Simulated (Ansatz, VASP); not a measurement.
**Two plane-wave programs on TiO2**

```
Ti O
1.0
     2.72778   -2.72786   -0.02035
     2.72778    2.72786   -0.02035
    -2.69078    0.00000    4.96174
Ti O
2 4
Direct
  0.12501 0.87499 0.25000
  0.87499 0.12501 0.75000
  0.33636 0.08638 0.67273
  0.66364 0.91362 0.32727
  0.91362 0.66364 0.82727
  0.08638 0.33636 0.17273
```

Alike in both runs: task single point; functional PBE; k mesh 6 × 6 × 6; occupations gaussian, width 0.05 eV; no spin polarisation; Hubbard terms Ti d U = 4.0 eV.

```csv
,VASP,Ansatz
version,VASP 6.6.1,Ansatz 0.2.0
potentials or method,"VASP PAW PBE potentials, release 64 (Ti_sv, O), cutoff 520 eV","scalar-relativistic, plane waves, PAW"
valence electrons in the cell,48,48
```

```tsv
	VASP	Ansatz	Ansatz less VASP
gap on the k mesh at the Fermi level (eV)	2.38	2.32	-0.058
least direct gap on the mesh (eV)	2.81	2.74	-0.068
pressure (GPa)	-4.4	-8.0	-3.62
traceless stress, the component that is largest in VASP (GPa)	-5.64	-4.46	+1.188
rms of the force components (eV/Å)	0.351	0.402	+0.0508
```

The programs project onto different local orbitals, so the same U acts differently, and such runs can settle in different states. Atom by atom the forces differ by 0.051 eV/Å (rms over components).
